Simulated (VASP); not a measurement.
Runs of VASP 6.6.1 on NaCl. The structure is that of space group Fm-3m (No. 225), or close to it. The cells are those of the table. 

```tsv
task	cell	k mesh	cutoff (eV)	smearing	gap on the mesh (eV)	pressure (GPa)
single point	a = 3.974 Å, angles 60.0°, 2 atoms	6 × 6 × 6	520	gaussian 0.1 eV	(a)	-0.6
relaxation of cell and atoms	relaxed to 6.66 GPa from a = 3.735 Å, angles 60.0°, 2 atoms	8 × 8 × 8	600	gaussian 0.02 eV	5.98	6.7
single point	a = 3.735 Å, angles 60.0°, 2 atoms	8 × 8 × 8	520	gaussian 0.02 eV	5.99	6.7
relaxation of cell and atoms	relaxed to 6.66 GPa from a = 3.974 Å, angles 60.0°, 2 atoms	8 × 8 × 8	600	gaussian 0.02 eV	5.98	6.7
```

Alike in all rows: level PBE+D3(BJ); potentials or basis VASP PAW PBE potentials, release 64 (Na_pv, Cl); no spin polarisation.

Question: Estimate the missing entries.

Answer: (a) 5.15.

Caveats: the cell is relaxed towards a set pressure, so the run minimises the enthalpy, not the energy (at least some runs); the cell stands under pressure (at least some runs).

